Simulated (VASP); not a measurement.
Set up this calculation in VASP 6.6.1, as the native input.

- Task: relaxation of cell and atoms
- Functional: PBE
- Potentials or basis: VASP PAW PBE potentials, release 64 (Ta_pv, N)
- Cutoff: 600 eV
- k mesh: 18 × 18 × 14
- Occupations: fermi-dirac, width 0.15 eV
- Spin: no spin polarisation
- Target pressure: 30 GPa
- Dipole correction: no
- Further INCAR settings: ALGO = Normal; EDIFF = 1e-06; IBRION = 2; EDIFFG = -0.001; NSW = 80; ISIF = 3

The structure of TaN lies in POSCAR:

```
TaN
1.0
    2.9504707854      0.0000000000      0.0000000000
   -1.4752353927      2.5551826533      0.0000000000
    0.0000000000      0.0000000000      2.8973536918
Ta N
1 1
Direct
    0.3333333333      0.6666666667      0.5000000000
    0.0000000000      0.0000000000      0.0000000000
```

One way to write it, as run:

INCAR

```
SYSTEM = TaN
ALGO     = Normal         ! electronic algorithm
EDIFF    = 1E-6           ! SCF threshold, eV
EDIFFG   = -0.001         ! ionic threshold
ENCUT    = 600            ! plane-wave cutoff, eV
GGA      = PE             ! functional
IBRION   = 2              ! ionic algorithm
ISIF     = 3              ! what is computed and relaxed
ISMEAR   = -1             ! smearing method
LASPH    = .True.         ! aspherical terms in the spheres
LCHARG   = .False.        ! write CHGCAR
LREAL    = .False.        ! projectors in reciprocal space
LWAVE    = .False.        ! write WAVECAR
NELM     = 80             ! most SCF steps
NSW      = 80             ! ionic steps
PREC     = Accurate       ! precision mode
PSTRESS  = 300.0        
SIGMA    = 0.15           ! smearing width, eV
```

KPOINTS

```
k-points
0
Gamma
  18 18 14
  0 0 0
```

Potentials or basis: VASP PAW PBE potentials, release 64 (Ta_pv, N).

Launch:

```console
$ cat potpaw_PBE.64/Ta_pv/POTCAR potpaw_PBE.64/N/POTCAR > POTCAR
$ mpirun -np 1 vasp_std > vasp.out
```

Results of the run:

```yaml
Relaxed_volume: 10.14 Å³/atom
Relaxed_cell: a = 2.874 Å, b = 2.874 Å, c = 2.836 Å, α = 90.00°, β = 90.00°, γ = 120.00°
Space_group_after_relaxing_to_0.1_Å: P-6m2 (No. 187)
Energy_change_on_relaxing_the_run_minimises_the_enthalpy: +69.6 meV/atom
Ionic_steps: 24
Pressure_after_relaxing: 30.0 GPa
Band_gap_on_the_k_mesh: zero (bands 8 and 9 overlap by 0.30 eV)
```

Caveat: the cell is relaxed towards a set pressure, so the run minimises the enthalpy, not the energy; spin-orbit coupling is left out, which moves the levels of the heavy elements.

Run time: 2.9 min on 1 thread of Intel(R) Xeon(R) 6975P-C (Granite Rapids) (shared host), peak memory 0.25 GiB.
